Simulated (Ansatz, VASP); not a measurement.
## Cs3SI in VASP and in Ansatz

```xyz
5
Lattice="6.6826 0.0000 0.0000 0.0000 6.6826 0.0000 0.0000 0.0000 6.6826" Properties=species:S:1:pos:R:3 pbc="T T T"
Cs    0.0000    3.3413    3.3413
Cs    3.3413    0.0000    3.3413
Cs    3.3413    3.3413    0.0000
S     3.3413    3.3413    3.3413
I     0.0000    0.0000    0.0000
```

Alike in both runs: functional PBE; k mesh 4 × 4 × 4; occupations gaussian, width 0.02 eV; no spin polarisation.

Ansatz relaxed the structure, and its values are those at the end. VASP's run is a single point on that final structure, the one shown.

|  | VASP | Ansatz |
| --- | --- | --- |
| version | VASP 6.6.1 | Ansatz 0.2.0 |
| potentials or method | VASP PAW PBE potentials, release 64 (Cs_sv, S, I), cutoff 520 eV | scalar-relativistic, plane waves, PAW |
| valence electrons in the cell | 40 | 50 |

```tsv
	VASP	Ansatz	Ansatz less VASP
gap on the k mesh at the Fermi level (eV)	1.06	1.09	+0.032
least direct gap on the mesh (eV)	1.06	1.09	+0.032
pressure (GPa)	0.1	0.0	-0.05
```

VASP's potentials hold 40 valence electrons a cell and Ansatz's 50, so a difference there can come from the potentials and not from the codes.

Spin-orbit coupling is off throughout.
